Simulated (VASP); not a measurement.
# MgCd2S3 (I-4m2) in VASP: notebook

Runs on MgCd2S3. Level: PBE. Tasks: single point.

All numbers are computed with VASP 6.6.1; they aren't measurements. Logs are shortened: lines on timing, memory, paths and dates and some standing lists are left out, and cuts for length are marked.

## (1) The cell of the first run

Symmetry: I-4m2, No. 119, tetragonal system. The conventional cell has a = 4.142 Å, b = 4.142 Å, c = 17.487 Å, α = 90.00°, β = 90.00°, γ = 90.00°. Mg (site symmetry -4m2) has 4 S at 2.47 Å within 3.3 Å. Cd (site symmetry 2mm) has 4 S at 2.56 Å within 3.4 Å. S (site symmetry -4m2) has 4 Cd at 2.56 Å within 3.4 Å. S (site symmetry 2mm) has 2 Mg at 2.47 Å and 2 Cd at 2.56 Å within 3.3 Å.

## (2) Single point, PBE

File INCAR:

```
ALGO = Normal ; EDIFF = 1E-6
ENCUT = 520 ; GGA = PE
ISIF = 2 ; ISMEAR = 0
LASPH = True ; LCHARG = False
LREAL = False ; LWAVE = False
NBANDS = 31 ; NELM = 80
PREC = Accurate ; SIGMA = 0.02
```

File KPOINTS:

```
k-points
0
Gamma
  10 10 10
```

File POSCAR:

```
MgCd2S3
1.0
   -2.0709950128      2.0709950128      8.7433197068
    2.0709950128     -2.0709950128      8.7433197068
    2.0709950128      2.0709950128     -8.7433197068
Mg Cd S
1 2 3
Direct
    0.0000000000      0.0000000000      0.0000000000
    0.3361286728      0.3361286728      0.0000000000
    0.6638713272      0.6638713272      0.0000000000
    0.2500000000      0.7500000000      0.5000000000
    0.5774576714      0.0774576714      0.5000000000
    0.9225423286      0.4225423286      0.5000000000
```

Potentials or basis: VASP PAW PBE potentials, release 64 (Mg, Cd, S).

The run is started by

```sh
$ cat potpaw_PBE.64/Mg/POTCAR potpaw_PBE.64/Cd/POTCAR potpaw_PBE.64/S/POTCAR > POTCAR
$ mpirun -np 1 vasp_std > vasp.out
```

OUTCAR:

```text
EDIFF = 1E-6
   ENCUT = 520
   GGA = PE
   ISIF = 2
   ISMEAR = 0
   LASPH = True
   LREAL = False
   NELM = 80
   PREC = Accurate

 ion  position               nearest neighbor table
   1  0.000  0.000  0.000-   5 2.47   6 2.47   5 2.47   6 2.47
   2  0.336  0.336  0.000-   4 2.56   4 2.56   6 2.56   6 2.56
   3  0.664  0.664  0.000-   4 2.56   4 2.56   5 2.56   5 2.56
   4  0.250  0.750  0.500-   2 2.56   3 2.56   2 2.56   3 2.56
   5  0.577  0.077  0.500-   1 2.47   1 2.47   3 2.56   3 2.56
   6  0.923  0.423  0.500-   1 2.47   1 2.47   2 2.56   2 2.56

  LATTYP: Found a body centered tetragonal cell.
 ALAT       =     4.1419900256
 C/A-ratio  =     4.2217966015

  Lattice vectors:

 A1 = (  -2.0709950128,   2.0709950128,   8.7433197068)
 A2 = (   2.0709950128,  -2.0709950128,   8.7433197068)
 A3 = (   2.0709950128,   2.0709950128,  -8.7433197068)

Analysis of symmetry for initial positions (statically):
=====================================================================
 Subroutine PRICEL returns:
 Original cell was already a primitive cell.

 Routine SETGRP: Setting up the symmetry group for a
 body centered tetragonal supercell.

 Subroutine GETGRP returns: Found  8 space group operations
 (whereof  8 operations were pure point group operations)
 out of a pool of 16 trial point group operations.

The static configuration has the point symmetry D_2d.

Analysis of symmetry for dynamics (positions and initial velocities):
=====================================================================
 Subroutine PRICEL returns:
 Original cell was already a primitive cell.

 Routine SETGRP: Setting up the symmetry group for a
 body centered tetragonal supercell.

 Subroutine GETGRP returns: Found  8 space group operations
 (whereof  8 operations were pure point group operations)
 out of a pool of 16 trial point group operations.

The dynamic configuration has the point symmetry D_2d.

 Subroutine INISYM returns: Found  8 space group operations
 (whereof  8 operations are pure point group operations),
 and found     1 'primitive' translations

----------------------------------------------------------------------------------------

                                     Primitive cell

  volume of cell :     150.0011

  direct lattice vectors                    reciprocal lattice vectors
    -2.070995013  2.070995013  8.743319707     0.000000000  0.241429843  0.057186517
     2.070995013 -2.070995013  8.743319707     0.241429843  0.000000000  0.057186517
     2.070995013  2.070995013 -8.743319707     0.241429843  0.241429843  0.000000000

  length of vectors
     9.220828606  9.220828606  9.220828606     0.248110190  0.248110190  0.341433358

  position of ions in fractional coordinates (direct lattice)
     0.000000000  0.000000000  0.000000000
     0.336128673  0.336128673  0.000000000
     0.663871327  0.663871327  0.000000000
     0.250000000  0.750000000  0.500000000
     0.577457671  0.077457671  0.500000000
     0.922542329  0.422542329  0.500000000

  ion indices of the primitive-cell ions
   primitive index   ion index
                 1           1
                 2           2
                 3           3
                 4           4
                 5           5
                 6           6

----------------------------------------------------------------------------------------

 KPOINTS: k-points

Automatic generation of k-mesh.
 Grid dimensions read from file:
 generate k-points for:   10   10   10

 Generating k-lattice:

  Cartesian coordinates                     Fractional coordinates (reciprocal lattice)
     0.000000000  0.024142984  0.005718652     0.100000000  0.000000000  0.000000000
     0.024142984  0.000000000  0.005718652     0.000000000  0.100000000  0.000000000
     0.024142984  0.024142984  0.000000000     0.000000000  0.000000000  0.100000000

  Length of vectors
     0.024811019  0.024811019  0.034143336

  Shift w.r.t. Gamma in fractional coordinates (k-lattice)
     0.000000000  0.000000000  0.000000000

 Subroutine IBZKPT returns following result:
 ===========================================

 Found    102 irreducible k-points:

 Following reciprocal coordinates:
            Coordinates               Weight
  0.000000  0.000000  0.000000      1.000000
  0.100000  0.000000 -0.000000      8.000000
  0.200000  0.000000 -0.000000      8.000000
  0.300000 -0.000000  0.000000      8.000000
  0.400000  0.000000  0.000000      8.000000
  0.500000  0.000000 -0.000000      4.000000
[... 16 lines left out ...]
  0.300000  0.300000  0.000000      8.000000
  0.400000  0.300000 -0.000000     16.000000
 [... further k-points ...]
   k-points           NKPTS =    102   k-points in BZ     NKDIM =    102   number of bands    NBANDS=     31
   number of dos      NEDOS =    301   number of ions     NIONS =      6
   total plane-waves  NPLWV = 343000
   dimension x,y,z NGX =    70 NGY =   70 NGZ =   70
   dimension x,y,z NGXF=   140 NGYF=  140 NGZF=  140
   ions per type =               1   2   3
   NGX,Y,Z   is equivalent  to a cutoff of  12.62, 12.62, 12.62 a.u.
   NGXF,Y,Z  is equivalent  to a cutoff of  25.24, 25.24, 25.24 a.u.
 SYSTEM =  unknown system
   PREC   = accura    normal or accurate (medium, high low for compatibility)
   ISTART =      0    job   : 0-new  1-cont  2-samecut
   ICHARG =      2    charge: 1-file 2-atom 10-const
   ISPIN  =      1    spin polarized calculation?
   LNONCOLLINEAR =      F non collinear calculations
   LSORBIT =      F    spin-orbit coupling
   LASPH  =      T    aspherical Exc in radial PAW
   ENCUT  =  520.0 eV  38.22 Ry    6.18 a.u.  17.14 17.14 17.14*2*pi/ulx,y,z
   NELM   =     80;   NELMIN=  2; NELMDL= -5     # of ELM steps
   EDIFF  = 0.1E-05   stopping-criterion for ELM
   LREAL  =      F    real-space projection
   EDIFFG = 0.1E-04   stopping-criterion for IOM
   NSW    =      0    number of steps for IOM
   IBRION =     -1    ionic relax: 0-MD 1-quasi-New 2-CG
   NFREE  =      0    steps in history (QN), initial steepest desc. (CG)
   ISIF   =      2    stress and relaxation
   ISYM   =      2    0-nonsym 1-usesym 2-fastsym
   POTIM  = 0.5000    time-step for ionic-motion
   TEBEG  =    0.0;   TEEND  =   0.0 temperature during run
   PSTRESS=    0.0 pullay stress
   NELECT =      44.0000    total number of electrons
   NUPDOWN=      -1.0000    fix difference up-down
   EMIN   =  10.00;   EMAX   =-10.00  energy-range for DOS
   EFERMI =   0.00;   METHOD = LEGACY
   ISMEAR =     0;   SIGMA  =   0.02  broadening in eV -4-tet -1-fermi 0-gaus
   EFERMI_NEDOS =   21; number of points for ismear=-14 and -15
   IALGO  =     38    algorithm
   IMIX   =      4    mixing-type and parameters
     AMIX     =   0.40;   BMIX     =  1.00
     AMIX_MAG =   1.60;   BMIX_MAG =  1.00
  volume/ion in A,a.u.               =      25.00       168.71
  Fermi-wavevector in a.u.,A,eV,Ry     =   1.087746  2.055542 16.098301  1.183192
  Thomas-Fermi vector in A             =   2.223912
   LORBIT       =      0    0 simple, 1 ext, 2 COOP (PROOUT), +10 PAW based schemes
   GGA     = PE    functional components
   LHFCALC =     F    Hartree Fock is set to
   AEXX    =    0.0000 exact exchange contribution
   IVDW    =     0    specifies the selected vdW correction
   LEPSILON=     F    determine dielectric tensor
   LRPA    =     F    only Hartree local field effects (RPA)
 non-spin polarized calculation
 Gauss-broadening in eV      SIGMA  =   0.02
  energy-cutoff  :      520.00
  volume of cell :      150.00
 maximum number of plane-waves:      4062
 NGX is ok and might be reduce to    70
   NGX = 35   NGY = 35   NGZ = 35

 number of electron      44.0000005 magnetization

 Free energy of the ion-electron system (eV)
  ---------------------------------------------------
  ext. energy  EPLUGINS =         0.00000000
  ---------------------------------------------------
  free energy    TOTEN  =       -20.75758857 eV

  energy without entropy =      -20.75758857  energy(sigma->0) =      -20.75758857

 E-fermi :   1.0800     XC(G=0):  -8.7529

 val. band max:        0.9929887343   @ k =   0.0000   0.0000   0.0000
 cond. band min:       2.6532029525   @ k =   0.0000   0.0000   0.0000
 fundamental gap:      1.6602142182
 Fermi energy:         1.0800058292

 k-point     1 :       0.0000    0.0000    0.0000
  band No.  band energies     occupation
      1     -10.8815      2.00000
      2     -10.5175      2.00000
      3     -10.2887      2.00000
      4      -6.3348      2.00000
      5      -6.3348      2.00000
      6      -6.2955      2.00000
[... 23 lines left out ...]
     30       7.9461      0.00000
     31       9.1336      0.00000

 k-point     2 :       0.1000    0.0000   -0.0000
  band No.  band energies     occupation
      1     -10.8529      2.00000
      2     -10.5119      2.00000
      3     -10.2807      2.00000
      4      -6.3311      2.00000
      5      -6.3272      2.00000
      6      -6.2923      2.00000
[... 23 lines left out ...]
     30       8.0647      0.00000
     31       8.8835      0.00000

 k-point     3 :       0.2000    0.0000   -0.0000
  band No.  band energies     occupation
      1     -10.7748      2.00000
      2     -10.4942      2.00000
      3     -10.2647      2.00000
      4      -6.3207      2.00000
      5      -6.3028      2.00000
      6      -6.2865      2.00000
[... 23 lines left out ...]
     30       8.2784      0.00000
     31       8.3777      0.00000

 k-point     4 :       0.3000   -0.0000    0.0000
  band No.  band energies     occupation
      1     -10.6717      2.00000
      2     -10.4626      2.00000
      3     -10.2592      2.00000
      4      -6.3056      2.00000
      5      -6.3006      2.00000
      6      -6.2352      2.00000
[... 23 lines left out ...]
     30       8.3091      0.00000
     31       8.3925      0.00000

 k-point     5 :       0.4000    0.0000    0.0000
  band No.  band energies     occupation
      1     -10.5859      2.00000
      2     -10.4111      2.00000
      3     -10.2810      2.00000
      4      -6.3006      2.00000
      5      -6.2893      2.00000
      6      -6.2331      2.00000
[... 23 lines left out ...]
     30       8.1392      0.00000
     31       8.5629      0.00000
[... 542 lines left out ...]
     30       8.3841      0.00000
     31       8.7578      0.00000

 k-point    22 :      -0.2000    0.2000    0.0000
  band No.  band energies     occupation
      1     -10.6908      2.00000
      2     -10.4431      2.00000
      3     -10.2481      2.00000
      4      -6.2846      2.00000
      5      -6.2667      2.00000
      6      -6.2633      2.00000
[... 23 lines left out ...]
     30       7.9711      0.00000
     31       8.8934      0.00000

 k-point    23 :       0.3000    0.3000    0.0000
  band No.  band energies     occupation
      1     -10.5346      2.00000
      2     -10.3648      2.00000
      3     -10.2094      2.00000
      4      -6.2439      2.00000
      5      -6.2070      2.00000
      6      -6.2027      2.00000
[... 23 lines left out ...]
     30       8.4236      0.00000
     31       8.7889      0.00000

 k-point    24 :       0.4000    0.3000   -0.0000
  band No.  band energies     occupation
      1     -10.4900      2.00000
      2     -10.2963      2.00000
      3     -10.2111      2.00000
      4      -6.2314      2.00000
      5      -6.1886      2.00000
      6      -6.1782      2.00000
[... 23 lines left out ...]
     30       8.5314      0.00000
     31       9.0845      0.00000

 [... further k-points ...]

------------------------ aborting loop because EDIFF is reached ----------------------------------------

  FORCE on cell =-STRESS in cart. coord.  units (eV):
  Direction    XX          YY          ZZ          XY          YZ          ZX
  --------------------------------------------------------------------------------------
  -------------------------------------------------------------------------------------
  Total        0.1572233      0.1572233      0.1552909      0.0000000      0.0000000      0.0000000
  in kB        1.6793184      1.6793184      1.6586780      0.0000000      0.0000000      0.0000000
  external PRESSURE =       1.6724382 kB  Pullay stress =       0.0000000 kB

 VOLUME and BASIS-vectors are now :
 -----------------------------------------------------------------------------
  energy-cutoff  :      520.00
  volume of cell :      150.00
      direct lattice vectors                 reciprocal lattice vectors
    -2.070995013  2.070995013  8.743319707     0.000000000  0.241429843  0.057186517
     2.070995013 -2.070995013  8.743319707     0.241429843  0.000000000  0.057186517
     2.070995013  2.070995013 -8.743319707     0.241429843  0.241429843  0.000000000

 POSITION                                       TOTAL-FORCE (eV/Angst)
 -----------------------------------------------------------------------------------
      0.00000      0.00000      0.00000        -0.000000      0.000000     -0.000000
      0.00000      0.00000      5.87776        -0.000000      0.000000      0.001794
      0.00000      0.00000     11.60888        -0.000000      0.000000     -0.001794
      2.07100      0.00000      4.37166        -0.000000      0.000000      0.000000
      0.00000      2.07100      1.35447         0.000000     -0.000000     -0.039830
      0.00000      2.07100      7.38885         0.000000     -0.000000      0.039830
 -----------------------------------------------------------------------------------
    total drift:                               -0.000001      0.000001      0.000000

  FREE ENERGIE OF THE ION-ELECTRON SYSTEM (eV)
  ---------------------------------------------------
  free  energy   TOTEN  =       -20.7575885686 eV

  energy  without entropy=      -20.7575885686  energy(sigma->0) =      -20.75758857
```

It took 18 min on 1 thread of Intel Xeon Platinum 8488C (Sapphire Rapids), shared host; peak memory 0.95 GiB.

Results:

```
Free energy            : -20.7576 eV
Pressure               : 0.2 GPa
Largest force          : 0.040 eV/Å
Band gap on the k mesh : 1.66 eV
```

Forces in eV/Å, atoms in the order of the input:
```
Mg   0.000  0.000  0.000
Cd   0.000  0.000  0.002
Cd   0.000  0.000 -0.002
S    0.000  0.000  0.000
S    0.000  0.000 -0.040
S    0.000  0.000  0.040
```

Levels at points of the mesh, in eV from the valence-band top:
```tsv
k point	band 20	band 21	band 22	band 23	band 24	band 25
(0.00, 0.00, 0.00)	-0.09	0.00	0.00	1.66	4.17	4.19
(0.50, 0.00, 0.00)	-0.60	-0.54	-0.45	3.35	4.08	4.99
(0.50, 0.50, 0.00)	-1.76	-1.54	-1.52	3.65	4.33	4.75
(0.50, 0.50, 0.50)	-0.67	-0.26	-0.26	2.89	3.40	3.81
```

A k mesh can miss the band edges.

[end of part 1 of 3]
